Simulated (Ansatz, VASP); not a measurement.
**InSe: VASP beside Ansatz**

INCAR

```
  PREC = Accurate
  ENCUT = 500
  EDIFF = 1E-6
  ISMEAR = -1
  SIGMA = 0.05
  LREAL = False
  LASPH = True
  NELM = 120
  ALGO = Normal
  ISIF = 2
  LWAVE = False
  LCHARG = False
  GGA = PE
  NBANDS = 16
  GGA_COMPAT = False
```

File KPOINTS:

```
regular mesh
0
Gamma
  7 7 7
```

POSCAR

```
InSe
1.0
    3.7032745556      0.0000000000      0.0000000000
    0.0000000000      3.7032745556      0.0000000000
    0.0000000000      0.0000000000      3.7032745556
In Se
1 1
Direct
    0.5000000000      0.5000000000      0.5000000000
    0.0000000000      0.0000000000      0.0000000000
```

input.yaml

```yaml
crystal:
  lattice:
    - [3.7032745556, 0.0, 0.0]
    - [0.0, 3.7032745556, 0.0]
    - [0.0, 0.0, 3.7032745556]
  atoms:
    - { symbol: In, position: [0.5, 0.5, 0.5] }
    - { symbol: Se, position: [0.0, 0.0, 0.0] }
hamiltonian:
  xc: pbe
  pseudopotentials: { kind: paw, azcp: { folder: soft_1 } }
kpoints:
  mp_grid: { grid: [7, 7, 7] }
scf:
  occupations: { method: fermi_dirac, width: 0.05 }
output:
  forces: true
  stress: true
  eigenvalues: true
```

Alike in both runs: task single point; functional PBE; k mesh 7 × 7 × 7; occupations fermi-dirac, width 0.05 eV; no spin polarisation.

```csv
,VASP,Ansatz
version,VASP 6.6.1,Ansatz 0.2.0
potentials or method,"VASP PAW PBE potentials, release 64 (In_d, Se)",Ansatz PAW soft_1
plane-wave cutoff (eV),500,420
valence electrons in the cell,19,29
```

```csv
,VASP,Ansatz,Ansatz less VASP
gap on the k mesh at the Fermi level (eV),none,none,-
pressure (GPa),-2.5,-2.5,-0.01
```

A gap of «none» marks a metal or a gap that the smearing closes. VASP's potentials hold 19 valence electrons a cell and Ansatz's 29, so a difference there can come from the potentials and not from the codes.
